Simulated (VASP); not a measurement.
A run of VASP 6.6.1:

The input INCAR:

```
SYSTEM = NaI
PREC = Accurate ; ENCUT = 520
EDIFF = 1E-6 ; ISMEAR = 0
SIGMA = 0.01 ; LREAL = .False.
LASPH = .True. ; NELM = 80
ALGO = Normal ; ISIF = 2
LWAVE = .False. ; LCHARG = .False.
GGA = PS ; NBANDS = 14
```

The input KPOINTS:

```
regular mesh
0
Gamma
  8 8 8
  0 0 0
```

Contents of POSCAR:

```
NaI
1.0
    0.0000000000      3.2002504140      3.2002504140
    3.2002504140      0.0000000000      3.2002504140
    3.2002504140      3.2002504140      0.0000000000
Na I
1 1
Direct
    0.0000000000      0.0000000000      0.0000000000
    0.5000000000      0.5000000000      0.5000000000
```

Potentials or basis: VASP PAW PBE potentials, release 64 (Na_pv, I).

The run is started by

```bash
$ cat potpaw_PBE.64/Na_pv/POTCAR potpaw_PBE.64/I/POTCAR > POTCAR
$ mpirun -np 1 vasp_std > vasp.out
```

Hardware: 1 thread of Intel Xeon 8259CL (shared host).

Question: How long does it take, and how much memory?

Answer: Run time: 40 s on 1 thread of Intel Xeon 8259CL, on a shared host, peak memory 0.21 GiB. Counts: scf iterations 11, k points 29.
